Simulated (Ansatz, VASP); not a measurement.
One calculation of Sb, two programs

POSCAR

```
Sb
1.0
    3.2864000000      0.0000000000      0.0000000000
    0.0000000000      3.2864000000      0.0000000000
    0.0000000000      0.0000000000      3.1600000000
Sb
1
Direct
    0.0000000000      0.0000000000      0.0000000000
```

Contents of INCAR.step1:

```
PREC = Accurate ; ENCUT = 520
ISMEAR = 0 ; SIGMA = 0.15
LREAL = F ; LASPH = T
NELM = 100 ; NBANDS = 8
GGA = PE ; ALGO = Normal
EDIFF = 1E-4 ; LWAVE = T
LCHARG = F
```

File INCAR.step2:

```
PREC = Accurate ; ENCUT = 520
EDIFF = 1E-7 ; ISMEAR = 0
SIGMA = 0.15 ; LREAL = F
LASPH = T ; NELM = 100
ALGO = Normal ; ISIF = 2
LWAVE = F ; LCHARG = T
METAGGA = R2SCAN ; LMIXTAU = T
LELF = T ; LVHAR = T
NBANDS = 8 ; ISTART = 1
```

Contents of KPOINTS:

```
regular mesh
0
Gamma
  16 16 16
```

Input for Ansatz:

```yaml
crystal:
  lattice:
    - [3.2864, 0.0, 0.0]
    - [0.0, 3.2864, 0.0]
    - [0.0, 0.0, 3.16]
  atoms:
    - { symbol: Sb, position: [0.0, 0.0, 0.0] }
basis:
  ecutwfc: 500
kpoints:
  mp_grid: { grid: [16, 16, 16] }
hamiltonian:
  xc: r2scan
scf:
  occupations: { method: gaussian, width: 0.15 }
output:
  forces: true
  stress: true
  eigenvalues: true
```

Change from the starting cell: strain +0.040 along x and y, +0.000 along z, atoms carried along.

Alike in both runs: task single point; functional r2SCAN; k mesh 16 × 16 × 16; occupations gaussian, width 0.15 eV; no spin polarisation.

|  | VASP | Ansatz |
| --- | --- | --- |
| version | VASP 6.6.1 | Ansatz 0.2.0 |
| potentials or method | VASP PAW PBE potentials, release 64 (Sb), cutoff 520 eV | scalar-relativistic, plane waves, PAW |
| valence electrons in the cell | 5 | 15 |

```tsv
	VASP	Ansatz	Ansatz less VASP
gap on the k mesh at the Fermi level (eV)	none	none	-
pressure (GPa)	-6.4	-6.3	+0.03
traceless stress, the component that is largest in VASP (GPa)	1.32	1.31	-0.004
```

VASP's potentials were made for PBE, not for r2SCAN. A gap of «none» marks a metal or a gap that the smearing closes. With one functional, cell and mesh, what is left measures potentials, basis and numerics. VASP's potentials hold 5 valence electrons a cell and Ansatz's 15, so a difference there can come from the potentials and not from the codes.

Neither program's run includes spin-orbit coupling.
